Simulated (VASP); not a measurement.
# C: single point with r2SCAN

C:

```xyz
6
Lattice="-2.1268 1.2279 0.0110 -2.1268 -1.2279 0.0110 -0.6459 0.0000 10.6089" Properties=species:S:1:pos:R:3 pbc="T T T"
C    -0.6564    0.0000    8.8415
C    -2.1163    0.0000    1.7788
C    -3.5132    0.0000    5.3212
C    -0.6984    0.0000    1.7713
C    -2.0953    0.0000    5.3137
C    -3.4922    0.0000    8.8561
```

This cell differs from its parent crystal: layers slid over each other.

```
Program             : VASP 6.6.1
Task                : single point
Functional          : r2SCAN
Potentials or basis : VASP PAW PBE potentials, release 64 (C)
Cutoff              : 520 eV
k mesh              : 12 × 12 × 3
Occupations         : gaussian, width 0.05 eV
Spin                : no spin polarisation
```

The pressure is 0.6 GPa. The largest force is 0.011 eV/Å.

Forces in eV/Å, atoms in the order of the input:
```
C    0.000  0.000  0.005
C    0.003  0.000  0.010
C   -0.001  0.000  0.011
C    0.000  0.000 -0.005
C    0.001  0.000 -0.011
C   -0.003  0.000 -0.010
```

Stress tensor (GPa, compression positive):
```
 1.02  0.00  0.06
 0.00  1.15  0.00
 0.06  0.00 -0.28
```

It took 9.6 min on 1 thread of Intel(R) Xeon(R) Platinum 8375C CPU @ 2.90GHz (Ice Lake), with other jobs on the host, peak memory 0.22 GiB.

Caveat: the cell differs from its parent crystal (layers slid over each other); the PAW data sets were made with another functional, which shifts forces and pressure a little.
